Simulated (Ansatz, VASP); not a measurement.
One calculation of WC, two programs

Contents of INCAR:

```
SYSTEM = WC
ALGO = Normal
EDIFF = 1E-7
ENCUT = 520
GGA = PS
ISIF = 2
ISMEAR = -1
LASPH = .TRUE.
LCHARG = .FALSE.
LREAL = .FALSE.
LWAVE = .FALSE.
NBANDS = 16
NELM = 100
PREC = Accurate
SIGMA = 0.05
```

KPOINTS

```
k-points
0
G
  10 10 9
  0 0 0
```

POSCAR

```
WC
1.0
    2.9065000000      0.0000000000      0.0000000000
   -1.4532500000      2.5171028361      0.0000000000
    0.0000000000      0.0000000000      2.8366000000
W C
1 1
Direct
    0.0059450000      0.0066780000      0.0194740000
    0.6820890000      0.3248480000      0.5199400000
```

Contents of input.yaml:

```yaml
crystal:
  lattice:
    - [2.9065, 0.0, 0.0]
    - [-1.45325, 2.5171028361, 0.0]
    - [0.0, 0.0, 2.8366]
  atoms:
    - { symbol: W, position: [0.005945, 0.006678, 0.019474] }
    - { symbol: C, position: [0.682089, 0.324848, 0.51994] }
kpoints:
  mp_grid: { grid: [10, 10, 9] }
scf:
  occupations: { method: fermi_dirac, width: 0.05 }
hamiltonian:
  xc: pbesol
  pseudopotentials: { kind: all_electron, lapw: { basis_error: 0.001 } }
output:
  forces: true
  stress: true
  eigenvalues: true
  populations: true
```

Change from the starting cell: atoms moved at random, drawn with an rms of 0.05 Å.

Alike in both runs: task single point; functional PBEsol; k mesh 10 × 10 × 9; occupations fermi-dirac, width 0.05 eV; no spin polarisation.

|  | VASP | Ansatz |
| --- | --- | --- |
| version | VASP 6.6.1 | Ansatz 0.2.0 |
| potentials or method | VASP PAW PBE potentials, release 64 (W_sv, C), cutoff 520 eV | all-electron LAPW, scalar-relativistic |

|  | VASP | Ansatz | Ansatz less VASP |
| --- | --- | --- | --- |
| gap on the k mesh at the Fermi level (eV) | none | none | - |
| pressure (GPa) | -1.6 | -2.8 | -1.19 |
| traceless stress, the component that is largest in VASP (GPa) | -2.10 | -2.03 | +0.070 |
| rms of the force components (eV/Å) | 0.595 | 0.591 | -0.0044 |

VASP's potentials were made for PBE, not for PBEsol. Atom by atom the forces differ by 0.004 eV/Å (rms over components). A gap of «none» marks a metal or a gap that the smearing closes. Ansatz ran all-electron here, and VASP with PAW potentials.

Spin-orbit coupling is off throughout.
